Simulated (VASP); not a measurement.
# SrCl2 (Fm-3m) in VASP: further runs, part 2 of 2

VASP 6.6.1.

### 4 Single point, PBEsol

This run uses another cell than the first one, of 23.03 Å³/atom.

The input, INCAR:

```
SYSTEM = SrCl2
PREC = Accurate
ENCUT = 520
EDIFF = 1E-7
ISMEAR = -1
SIGMA = 0.05
LREAL = .False.
LASPH = .True.
NELM = 100
ALGO = Normal
ISIF = 2
LWAVE = .False.
LCHARG = .False.
GGA = PS
NBANDS = 19
```

The input, KPOINTS:

```
regular mesh
0
Gamma
  7 7 7
  0 0 0
```

The input, POSCAR:

```
SrCl2
1.0
    0.0000000000      3.2570027514      3.2570027514
    3.2570027514      0.0000000000      3.2570027514
    3.2570027514      3.2570027514      0.0000000000
Sr Cl
1 2
Direct
    0.0000000000      0.0000000000      0.0000000000
    0.7500000000      0.7500000000      0.7500000000
    0.2500000000      0.2500000000      0.2500000000
```

Potentials or basis: VASP PAW PBE potentials, release 64 (Sr_sv, Cl).

Run with:

```bash
cat potpaw_PBE.64/Sr_sv/POTCAR potpaw_PBE.64/Cl/POTCAR > POTCAR
mpirun -np 1 vasp_std > vasp.out
```

OUTCAR:

```text
SYSTEM = SrCl2
   PREC = Accurate
   ENCUT = 520
   EDIFF = 1E-7
   ISMEAR = -1
   LREAL = .False.
   LASPH = .True.
   NELM = 100
   ISIF = 2
   GGA = PS

 ion  position               nearest neighbor table
   1  0.000  0.000  0.000-   2 2.82   2 2.82   2 2.82   2 2.82   3 2.82   3 2.82   3 2.82   3 2.82

   2  0.750  0.750  0.750-   1 2.82   1 2.82   1 2.82   1 2.82
   3  0.250  0.250  0.250-   1 2.82   1 2.82   1 2.82   1 2.82

  LATTYP: Found a face centered cubic cell.
 ALAT       =     6.5140055028

  Lattice vectors:

 A1 = (   0.0000000000,   3.2570027514,   3.2570027514)
 A2 = (   3.2570027514,   0.0000000000,   3.2570027514)
 A3 = (   3.2570027514,   3.2570027514,   0.0000000000)

Analysis of symmetry for initial positions (statically):
=====================================================================
 Subroutine PRICEL returns:
 Original cell was already a primitive cell.

 Routine SETGRP: Setting up the symmetry group for a
 face centered cubic supercell.

 Subroutine GETGRP returns: Found 48 space group operations
 (whereof 48 operations were pure point group operations)
 out of a pool of 48 trial point group operations.

The static configuration has the point symmetry O_h .

Analysis of symmetry for dynamics (positions and initial velocities):
=====================================================================
 Subroutine PRICEL returns:
 Original cell was already a primitive cell.

 Routine SETGRP: Setting up the symmetry group for a
 face centered cubic supercell.

 Subroutine GETGRP returns: Found 48 space group operations
 (whereof 48 operations were pure point group operations)
 out of a pool of 48 trial point group operations.

The dynamic configuration has the point symmetry O_h .

 Subroutine INISYM returns: Found 48 space group operations
 (whereof 48 operations are pure point group operations),
 and found     1 'primitive' translations

----------------------------------------------------------------------------------------

                                     Primitive cell

  volume of cell :      69.1010

  direct lattice vectors                    reciprocal lattice vectors
     0.000000000  3.257002751  3.257002751    -0.153515375  0.153515375  0.153515375
     3.257002751  0.000000000  3.257002751     0.153515375 -0.153515375  0.153515375
     3.257002751  3.257002751  0.000000000     0.153515375  0.153515375 -0.153515375

  length of vectors
     4.606097464  4.606097464  4.606097464     0.265896430  0.265896430  0.265896430

  position of ions in fractional coordinates (direct lattice)
     0.000000000  0.000000000  0.000000000
     0.750000000  0.750000000  0.750000000
     0.250000000  0.250000000  0.250000000

  ion indices of the primitive-cell ions
   primitive index   ion index
                 1           1
                 2           2
                 3           3

----------------------------------------------------------------------------------------

 KPOINTS: regular mesh

Automatic generation of k-mesh.
 Grid dimensions read from file:
 generate k-points for:    7    7    7

 Generating k-lattice:

  Cartesian coordinates                     Fractional coordinates (reciprocal lattice)
    -0.021930768  0.021930768  0.021930768     0.142857143  0.000000000  0.000000000
     0.021930768 -0.021930768  0.021930768     0.000000000  0.142857143  0.000000000
     0.021930768  0.021930768 -0.021930768     0.000000000  0.000000000  0.142857143

  Length of vectors
     0.037985204  0.037985204  0.037985204

  Shift w.r.t. Gamma in fractional coordinates (k-lattice)
     0.000000000  0.000000000  0.000000000

 Subroutine IBZKPT returns following result:
 ===========================================

 Found     20 irreducible k-points:

 Following reciprocal coordinates:
            Coordinates               Weight
  0.000000  0.000000  0.000000      1.000000
  0.142857  0.000000  0.000000      8.000000
  0.285714  0.000000  0.000000      8.000000
  0.428571  0.000000  0.000000      8.000000
  0.142857  0.142857  0.000000      6.000000
  0.285714  0.142857  0.000000     24.000000
[... 12 lines left out ...]
 -0.428571  0.428571  0.142857     24.000000
 -0.285714  0.428571  0.142857     24.000000
   k-points           NKPTS =     20   k-points in BZ     NKDIM =     20   number of bands    NBANDS=     19
   number of dos      NEDOS =    301   number of ions     NIONS =      3
   total plane-waves  NPLWV =  46656
   dimension x,y,z NGX =    36 NGY =   36 NGZ =   36
   dimension x,y,z NGXF=    72 NGYF=   72 NGZF=   72
   ions per type =               1   2
   NGX,Y,Z   is equivalent  to a cutoff of  12.99, 12.99, 12.99 a.u.
   NGXF,Y,Z  is equivalent  to a cutoff of  25.99, 25.99, 25.99 a.u.
 SYSTEM =  SrCl2
   PREC   = accura    normal or accurate (medium, high low for compatibility)
   ISTART =      0    job   : 0-new  1-cont  2-samecut
   ICHARG =      2    charge: 1-file 2-atom 10-const
   ISPIN  =      1    spin polarized calculation?
   LNONCOLLINEAR =      F non collinear calculations
   LSORBIT =      F    spin-orbit coupling
   LASPH  =      T    aspherical Exc in radial PAW
   ENCUT  =  520.0 eV  38.22 Ry    6.18 a.u.   8.56  8.56  8.56*2*pi/ulx,y,z
   NELM   =    100;   NELMIN=  2; NELMDL= -5     # of ELM steps
   EDIFF  = 0.1E-06   stopping-criterion for ELM
   LREAL  =      F    real-space projection
   EDIFFG = 0.1E-05   stopping-criterion for IOM
   NSW    =      0    number of steps for IOM
   IBRION =     -1    ionic relax: 0-MD 1-quasi-New 2-CG
   NFREE  =      0    steps in history (QN), initial steepest desc. (CG)
   ISIF   =      2    stress and relaxation
   ISYM   =      2    0-nonsym 1-usesym 2-fastsym
   POTIM  = 0.5000    time-step for ionic-motion
   TEBEG  =    0.0;   TEEND  =   0.0 temperature during run
   PSTRESS=    0.0 pullay stress
   NELECT =      24.0000    total number of electrons
   NUPDOWN=      -1.0000    fix difference up-down
   EMIN   =  10.00;   EMAX   =-10.00  energy-range for DOS
   EFERMI =   0.00;   METHOD = LEGACY
   ISMEAR =    -1;   SIGMA  =   0.05  broadening in eV -4-tet -1-fermi 0-gaus
   EFERMI_NEDOS =   21; number of points for ismear=-14 and -15
   IALGO  =     38    algorithm
   IMIX   =      4    mixing-type and parameters
     AMIX     =   0.40;   BMIX     =  1.00
     AMIX_MAG =   1.60;   BMIX_MAG =  1.00
  volume/ion in A,a.u.               =      23.03       155.44
  Fermi-wavevector in a.u.,A,eV,Ry     =   1.150757  2.174616 18.017415  1.324243
  Thomas-Fermi vector in A             =   2.287419
   LORBIT       =      0    0 simple, 1 ext, 2 COOP (PROOUT), +10 PAW based schemes
   GGA     = PS    functional components
   LHFCALC =     F    Hartree Fock is set to
   AEXX    =    0.0000 exact exchange contribution
   IVDW    =     0    specifies the selected vdW correction
   LEPSILON=     F    determine dielectric tensor
   LRPA    =     F    only Hartree local field effects (RPA)
 non-spin polarized calculation
  energy-cutoff  :      520.00
  volume of cell :       69.10
 maximum number of plane-waves:      1877
 NGX is ok and might be reduce to    36
   NGX = 17   NGY = 17   NGZ = 17

 number of electron      24.0000000 magnetization

 Free energy of the ion-electron system (eV)
  ---------------------------------------------------
  ext. energy  EPLUGINS =         0.00000000
  ---------------------------------------------------
  free energy    TOTEN  =       -12.96623429 eV

  energy without entropy =      -12.96623429  energy(sigma->0) =      -12.96623429

 E-fermi :   2.6375     XC(G=0):  -9.4385

 val. band max:        1.5713170645   @ k =  -0.4286   0.4286   0.0000
 cond. band min:       6.8325065400   @ k =   0.4286   0.4286   0.0000
 fundamental gap:      5.2611894755
 Fermi energy:         2.6375354741

 k-point     1 :       0.0000    0.0000    0.0000
  band No.  band energies     occupation
      1     -30.6198      2.00000
      2     -12.7532      2.00000
      3     -12.7532      2.00000
      4     -12.7532      2.00000
      5     -12.4270      2.00000
      6     -11.0475      2.00000
[... 11 lines left out ...]
     18      10.8075      0.00000
     19      12.1474      0.00000
[... 397 lines left out ...]
 k-point    20 :      -0.2857    0.4286    0.1429
  band No.  band energies     occupation
      1     -30.6039      2.00000
      2     -13.5102      2.00000
      3     -13.3585      2.00000
      4     -12.8419      2.00000
      5     -11.1007      2.00000
      6     -10.9156      2.00000
[... 11 lines left out ...]
     18      12.1069      0.00000
     19      12.7020      0.00000

------------------------ aborting loop because EDIFF is reached ----------------------------------------

  FORCE on cell =-STRESS in cart. coord.  units (eV):
  Direction    XX          YY          ZZ          XY          YZ          ZX
  --------------------------------------------------------------------------------------
  -------------------------------------------------------------------------------------
  Total        4.4529775      4.4529775      4.4529775      0.0000000      0.0000000      0.0000000
  in kB      103.2468252    103.2468252    103.2468252      0.0000000      0.0000000      0.0000000
  external PRESSURE =     103.2468252 kB  Pullay stress =       0.0000000 kB

 VOLUME and BASIS-vectors are now :
 -----------------------------------------------------------------------------
  energy-cutoff  :      520.00
  volume of cell :       69.10
      direct lattice vectors                 reciprocal lattice vectors
     0.000000000  3.257002751  3.257002751    -0.153515375  0.153515375  0.153515375
     3.257002751  0.000000000  3.257002751     0.153515375 -0.153515375  0.153515375
     3.257002751  3.257002751  0.000000000     0.153515375  0.153515375 -0.153515375

 POSITION                                       TOTAL-FORCE (eV/Angst)
 -----------------------------------------------------------------------------------
      0.00000      0.00000      0.00000         0.000000      0.000000      0.000000
      4.88550      4.88550      4.88550        -0.000000     -0.000000     -0.000000
      1.62850      1.62850      1.62850         0.000000      0.000000      0.000000
 -----------------------------------------------------------------------------------
    total drift:                                0.000000      0.000000      0.000000

  FREE ENERGIE OF THE ION-ELECTRON SYSTEM (eV)
  ---------------------------------------------------
  free  energy   TOTEN  =       -12.9662342946 eV

  energy  without entropy=      -12.9662342946  energy(sigma->0) =      -12.96623429
```

OSZICAR:

```text
N       E                     dE             d eps       ncg     rms          rms(c)
DAV:   1     0.138911272366E+03    0.13891E+03   -0.12093E+04   760   0.117E+03
DAV:   2    -0.513003381233E+01   -0.14404E+03   -0.14009E+03   982   0.229E+02
DAV:   3    -0.130085418681E+02   -0.78785E+01   -0.78508E+01  1093   0.529E+01
DAV:   4    -0.131848453594E+02   -0.17630E+00   -0.17606E+00  1154   0.693E+00
DAV:   5    -0.131880551460E+02   -0.32098E-02   -0.32094E-02  1066   0.829E-01    0.224E+01
DAV:   6    -0.129763889752E+02    0.21167E+00   -0.35241E-01   873   0.336E+00    0.137E+01
DAV:   7    -0.129669628693E+02    0.94261E-02   -0.29461E-01   917   0.327E+00    0.121E+00
DAV:   8    -0.129641243912E+02    0.28385E-02   -0.43523E-02   886   0.117E+00    0.359E-01
DAV:   9    -0.129652803862E+02   -0.11560E-02   -0.15778E-03   912   0.269E-01    0.143E-01
DAV:  10    -0.129660678976E+02   -0.78751E-03   -0.48139E-04   837   0.117E-01    0.420E-02
DAV:  11    -0.129662195734E+02   -0.15168E-03   -0.13489E-04   922   0.571E-02    0.267E-02
DAV:  12    -0.129662337198E+02   -0.14146E-04   -0.17520E-05   898   0.204E-02    0.374E-03
DAV:  13    -0.129662343839E+02   -0.66416E-06   -0.10889E-06   964   0.626E-03    0.357E-03
DAV:  14    -0.129662342946E+02    0.89324E-07   -0.98991E-08   800   0.183E-03
   1 F= -.12966234E+02 E0= -.12966234E+02  d E =-.496134E-10
```

It took 30 s on 1 thread of Intel Xeon Platinum 8259CL at 2.50GHz (Skylake/Cascade Lake), shared host; peak memory 0.2 GiB.

What came out:

```
Free energy            : -12.9662 eV
Pressure               : 10.3 GPa
Band gap on the k mesh : 5.26 eV (least direct gap 5.41 eV)
```

Caveat: the cell stands under pressure; the PAW data sets were made with another functional, which shifts forces and pressure a little; an odd mesh through Γ misses points on the zone boundary, where band edges can lie.

### 5 Single point, PBEsol

This run uses another cell than the first one, of 24.77 Å³/atom.

The input, INCAR:

```
SYSTEM = SrCl2
PREC     = Accurate       ! precision mode
ENCUT    = 520            ! plane-wave cutoff, eV
EDIFF    = 1E-7           ! SCF threshold, eV
ISMEAR   = -1             ! smearing method
SIGMA    = 0.05           ! smearing width, eV
LREAL    = .False.        ! projectors in reciprocal space
LASPH    = .True.         ! aspherical terms in the spheres
NELM     = 60             ! most SCF steps
ALGO     = Normal         ! electronic algorithm
ISIF     = 2              ! what is computed and relaxed
LWAVE    = .False.        ! write WAVECAR
LCHARG   = .True.         ! write CHGCAR
GGA      = PS             ! functional
LELF     = .True.         ! ELF
LVHAR    = .True.       
NBANDS   = 19             ! bands
```

KPOINTS is that of step 4.

The input, POSCAR:

```
SrCl2
1.0
    0.0000000000      3.3367222528      3.3367222528
    3.3367222528      0.0000000000      3.3367222528
    3.3367222528      3.3367222528      0.0000000000
Sr Cl
1 2
Direct
    0.0000000000      0.0000000000      0.0000000000
    0.7500000000      0.7500000000      0.7500000000
    0.2500000000      0.2500000000      0.2500000000
```

Potentials or basis: VASP PAW PBE potentials, release 64 (Sr_sv, Cl).

Run with:

```bash
cat potpaw_PBE.64/Sr_sv/POTCAR potpaw_PBE.64/Cl/POTCAR > POTCAR
mpirun -np 1 vasp_std > vasp.out
```

OUTCAR:

```text
SYSTEM = SrCl2
   PREC = Accurate
   ENCUT = 520
   EDIFF = 1E-7
   ISMEAR = -1
   LREAL = .False.
   LASPH = .True.
   NELM = 60
   ISIF = 2
   GGA = PS

 ion  position               nearest neighbor table
   1  0.000  0.000  0.000-   2 2.89   3 2.89   2 2.89   2 2.89   2 2.89   3 2.89   3 2.89   3 2.89

   2  0.750  0.750  0.750-   1 2.89   1 2.89   1 2.89   1 2.89
   3  0.250  0.250  0.250-   1 2.89   1 2.89   1 2.89   1 2.89

  LATTYP: Found a face centered cubic cell.
 ALAT       =     6.6734445056

  Lattice vectors:

 A1 = (   0.0000000000,   3.3367222528,   3.3367222528)
 A2 = (   3.3367222528,   0.0000000000,   3.3367222528)
 A3 = (   3.3367222528,   3.3367222528,   0.0000000000)

Analysis of symmetry for initial positions (statically):
=====================================================================
 Subroutine PRICEL returns:
 Original cell was already a primitive cell.

 Routine SETGRP: Setting up the symmetry group for a
 face centered cubic supercell.

 Subroutine GETGRP returns: Found 48 space group operations
[... 157 lines left out ...]
  free energy    TOTEN  =       -13.21561127 eV

  energy without entropy =      -13.21561127  energy(sigma->0) =      -13.21561127

 E-fermi :   2.1285     XC(G=0):  -9.0975

 val. band max:        0.9897298389   @ k =  -0.4286   0.4286   0.0000
 cond. band min:       6.3414833056   @ k =   0.4286   0.4286   0.0000
 fundamental gap:      5.3517534667
 Fermi energy:         2.1285093000

 k-point     1 :       0.0000    0.0000    0.0000
  band No.  band energies     occupation
      1     -31.3772      2.00000
      2     -13.4646      2.00000
      3     -13.4646      2.00000
      4     -13.4646      2.00000
      5     -12.7249      2.00000
      6     -11.5451      2.00000
[... 417 lines left out ...]
      6     -11.5590      2.00000
[... 11 lines left out ...]
     18      11.0899      0.00000
     19      11.8552      0.00000

------------------------ aborting loop because EDIFF is reached ----------------------------------------

  FORCE on cell =-STRESS in cart. coord.  units (eV):
  Direction    XX          YY          ZZ          XY          YZ          ZX
  --------------------------------------------------------------------------------------
  -------------------------------------------------------------------------------------
  Total        2.4246057      2.4246057      2.4246057     -0.0000000     -0.0000000      0.0000000
  in kB       52.2831248     52.2831248     52.2831248     -0.0000000     -0.0000000      0.0000000
  external PRESSURE =      52.2831248 kB  Pullay stress =       0.0000000 kB

 VOLUME and BASIS-vectors are now :
 -----------------------------------------------------------------------------
  energy-cutoff  :      520.00
  volume of cell :       74.30
      direct lattice vectors                 reciprocal lattice vectors
     0.000000000  3.336722253  3.336722253    -0.149847654  0.149847654  0.149847654
     3.336722253  0.000000000  3.336722253     0.149847654 -0.149847654  0.149847654
     3.336722253  3.336722253  0.000000000     0.149847654  0.149847654 -0.149847654

 POSITION                                       TOTAL-FORCE (eV/Angst)
 -----------------------------------------------------------------------------------
      0.00000      0.00000      0.00000         0.000000      0.000000      0.000000
      5.00508      5.00508      5.00508        -0.000000     -0.000000     -0.000000
      1.66836      1.66836      1.66836         0.000000      0.000000      0.000000
 -----------------------------------------------------------------------------------
    total drift:                                0.000000      0.000000      0.000000

  FREE ENERGIE OF THE ION-ELECTRON SYSTEM (eV)
  ---------------------------------------------------
  free  energy   TOTEN  =       -13.2156112737 eV

  energy  without entropy=      -13.2156112737  energy(sigma->0) =      -13.21561127
```

stdout:

```text
POSCAR found type information on POSCAR SrCl
 POSCAR found :  2 types and       3 ions
 scaLAPACK will be used
 -----------------------------------------------------------------------------
|                                                                             |
|                                                                             |
|     You enforced a specific xc type in the INCAR file but a different       |
|     I HOPE YOU KNOW WHAT YOU ARE DOING!                                     |
|                                                                             |
 -----------------------------------------------------------------------------

 LDA part: xc-table for (Slater+PW92), standard interpolation
 POSCAR, INCAR and KPOINTS ok, starting setup
 FFT: planning ... GRIDC
 FFT: planning ... GRID_SOFT
 FFT: planning ... GRID
 WAVECAR not read
 entering main loop
```

Wall time 31 s (1 thread of Intel Xeon Platinum 8259CL at 2.50GHz (Skylake/Cascade Lake), shared host); peak memory 0.21 GiB.

What came out:

```yaml
Free_energy: -13.2156 eV
Pressure: 5.2 GPa
Band_gap_on_the_k_mesh: 5.35 eV (least direct gap 5.49 eV)
```

Levels at points of the mesh, in eV from the valence-band top:
| k point | band 9 | band 10 | band 11 | band 12 | band 13 | band 14 | band 15 | band 16 |
| --- | --- | --- | --- | --- | --- | --- | --- | --- |
| (0.00, 0.00, 0.00) | -2.64 | -0.35 | -0.35 | -0.35 | 5.68 | 5.89 | 5.89 | 9.13 |

Caveat: the cell stands under pressure; the PAW data sets were made with another functional, which shifts forces and pressure a little; an odd mesh through Γ misses points on the zone boundary, where band edges can lie.

### 6 Overview

| cell | gap on the mesh (eV) | pressure (GPa) |
| --- | --- | --- |
| a = 4.339 Å, angles 60.0°, 3 atoms | 4.95 | 30.7 |
| a = 4.449 Å, angles 60.0°, 3 atoms | 5.10 | 20.6 |
| a = 4.606 Å, angles 60.0°, 3 atoms | 5.26 | 10.3 |
| a = 4.719 Å, angles 60.0°, 3 atoms | 5.35 | 5.2 |

Alike in all rows: task single point; level PBEsol; potentials or basis VASP PAW PBE potentials, release 64 (Sr_sv, Cl); no spin polarisation; k mesh 7 × 7 × 7; cutoff (eV) 520; smearing fermi-dirac 0.05 eV.

Caveats: the cell stands under pressure; the PAW data sets were made with another functional, which shifts forces and pressure a little; an odd mesh through Γ misses points on the zone boundary, where band edges can lie.

Absolute energies hang on the potentials; compare differences alone.
